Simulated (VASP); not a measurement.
# Zn2CdSe: relaxation of cell and atoms with PBE

The system is Zn2CdSe.

```
Zn Cd Se
1.0
     3.94182    0.00000    0.00000
    -1.97091    3.41372    0.00000
     0.00000    0.00000    7.05342
Zn Cd Se
2 1 1
Cartesian
  0.0000 0.0000 1.7460
  0.0000 0.0000 5.3074
  0.0000 0.0000 0.0000
  0.0000 0.0000 3.5267
```

* Program: VASP 6.6.1
* Task: relaxation of cell and atoms
* Functional: PBE
* Potentials or basis: VASP PAW PBE potentials, release 64 (Zn, Cd, Se)
* Cutoff: 600 eV
* k mesh: 6 × 6 × 4
* Occupations: gaussian, width 0.1 eV
* Spin: no spin polarisation
* Dipole correction: no
* Further INCAR settings: ALGO = Normal; EDIFF = 1e-07; IBRION = 2; EDIFFG = -0.04; NSW = 90; ISIF = 3

```yaml
Relaxed_volume: 20.11 Å³/atom
Relaxed_cell: a = 2.873 Å, b = 2.873 Å, c = 11.252 Å, α = 90.00°, β = 90.00°, γ = 120.00°
Space_group_after_relaxing_to_0.05_Å: P6/mmm (No. 191)
Energy_gained_by_relaxing: 4956.2 meV/atom
Ionic_steps: 43
Pressure_after_relaxing: 0.2 GPa
Largest_force_after_relaxing: 0.025 eV/Å
Band_gap_on_the_k_mesh: zero (band 21 reaches 4.29 eV, above the bottom of band 22 at 2.70 eV)
```

Forces in eV/Å, atoms in the order of the input:
```
Zn   0.000  0.000  0.025
Zn   0.000  0.000 -0.025
Cd   0.000  0.000  0.000
Se   0.000  0.000  0.000
```

The path:
| step | energy change (eV) | largest force (eV/Å) | pressure (GPa) | volume (Å³) |
| --- | --- | --- | --- | --- |
| 1 | 0.0000 | 11.2936 | 88.66 | 94.91 |
| 3 | -15.0717 | 0.4647 | -11.69 | 185.51 |
| 5 | -17.5069 | 0.7405 | -2.69 | 161.31 |
| 7 | -17.6996 | 1.7102 | -0.50 | 152.02 |
| 9 | -17.7112 | 2.0472 | -0.02 | 149.61 |
| 11 | -18.0319 | 0.3639 | -3.50 | 148.74 |
| 13 | -18.8578 | 0.2834 | -3.38 | 124.01 |
| 15 | -19.0126 | 0.3400 | -2.37 | 117.03 |
| 17 | -19.1219 | 0.0197 | -0.97 | 108.80 |
| 19 | -19.1256 | 0.1085 | -0.55 | 106.79 |
| 21 | -19.2696 | 0.3314 | -0.68 | 97.91 |
| 23 | -18.0511 | 1.1250 | 34.39 | 61.17 |
| 25 | -19.5299 | 0.7318 | 3.14 | 80.80 |
| 27 | -19.5857 | 0.6117 | 3.33 | 79.00 |
| 29 | -19.4179 | 0.5090 | 11.43 | 70.59 |
| 31 | -19.6007 | 0.5907 | 7.31 | 73.32 |
| 33 | -19.6828 | 0.5568 | 4.39 | 75.92 |
| 35 | -19.7587 | 0.2416 | -1.33 | 82.12 |
| 37 | -19.7812 | 0.3298 | 0.27 | 80.29 |
| 39 | -19.8067 | 0.2226 | -0.72 | 81.75 |
| 41 | -19.8210 | 0.0356 | 0.81 | 79.69 |
| 43 | -19.8250 | 0.0254 | 0.24 | 80.43 |

Final structure:
```xyz
4
Lattice="2.8729 0.0000 0.0000 -1.4364 2.4880 0.0000 0.0000 0.0000 11.2522" Properties=species:S:1:pos:R:3 pbc="T T T"
Zn    0.0000    0.0000    2.9007
Zn    0.0000    0.0000    8.3515
Cd    0.0000    0.0000    0.0000
Se    0.0000    0.0000    5.6261
```

Levels at points of the mesh, in eV from the Fermi level:
| k point | band 17 | band 18 | band 19 | band 20 | band 21 | band 22 | band 23 | band 24 | band 25 |
| --- | --- | --- | --- | --- | --- | --- | --- | --- | --- |
| (0.00, 0.00, 0.00) | -6.93 | -6.93 | -4.80 | -4.66 | 0.74 | 2.03 | 3.35 | 3.35 | 7.87 |
| (0.50, 0.00, 0.00) | -6.67 | -3.09 | -1.76 | -1.04 | -0.93 | 0.22 | 0.57 | 0.61 | 1.78 |
| (0.00, 0.00, 0.50) | -6.93 | -6.86 | -6.60 | -2.53 | -1.47 | 3.35 | 3.35 | 4.70 | 5.57 |
| (0.50, 0.00, 0.50) | -6.66 | -3.10 | -1.92 | -0.68 | -0.54 | -0.43 | 0.11 | 0.61 | 3.23 |

It took 17 min on 1 thread of Intel(R) Xeon(R) 6975P-C (Granite Rapids), on a shared host, peak memory 0.28 GiB.

Caveat: the volume moved by over 15 % at a fixed basis, so the end points are rough.
